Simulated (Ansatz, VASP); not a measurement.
## Two plane-wave programs on Si2Mo

The input INCAR:

```
SYSTEM = Si2Mo
PREC = Accurate ; ENCUT = 520
EDIFF = 1E-6 ; ISMEAR = -1
SIGMA = 0.1 ; LREAL = .FALSE.
LASPH = .TRUE. ; NELM = 80
ALGO = Normal ; ISIF = 2
LWAVE = .FALSE. ; LCHARG = .FALSE.
GGA = PE ; NBANDS = 18
```

The input KPOINTS:

```
Automatic mesh
0
G
  13 13 13
  0 0 0
```

The input POSCAR:

```
Si2Mo
1.0
   -1.6313805159      1.6313805159      4.0075881985
    1.6313805159     -1.6313805159      4.0075881985
    1.6313805159      1.6313805159     -4.0075881985
Si Mo
2 1
Direct
    0.3330000000      0.3330000000      0.0000000000
    0.6670000000      0.6670000000      0.0000000000
    0.0000000000      0.0000000000      0.0000000000
```

Input for Ansatz:

```yaml
crystal:
  lattice:
    - [-1.6313805158755461, 1.6313805158755461, 4.007588198530521]
    - [1.6313805158755461, -1.6313805158755461, 4.007588198530521]
    - [1.6313805158755461, 1.6313805158755461, -4.007588198530521]
  atoms:
    - { symbol: Si, position: [0.333, 0.333, 0.0] }
    - { symbol: Si, position: [0.667, 0.667, 0.0] }
    - { symbol: Mo, position: [0.0, 0.0, 0.0] }
basis:
  ecutwfc: 500.0
kpoints:
  mp_grid:
    grid: [13, 13, 13]
scf:
  occupations:
    method: fermi_dirac
    width: 0.1
output:
  stress: true
```

Alike in both runs: task single point; functional PBE; k mesh 13 × 13 × 13; occupations fermi-dirac, width 0.1 eV; no spin polarisation.

|  | VASP | Ansatz |
| --- | --- | --- |
| version | VASP 6.6.1 | Ansatz 0.2.0 |
| potentials or method | VASP PAW PBE potentials, release 64 (Si, Mo_sv), cutoff 520 eV | plane waves, PAW |
| valence electrons in the cell | 22 | 22 |

|  | VASP | Ansatz | Ansatz less VASP |
| --- | --- | --- | --- |
| pressure (GPa) | -8.7 | -8.9 | -0.15 |
| traceless stress, the component that is largest in VASP (GPa) | -1.60 | -1.59 | +0.005 |

The functional is the same, so the differences come from potentials, cutoffs and numerics.
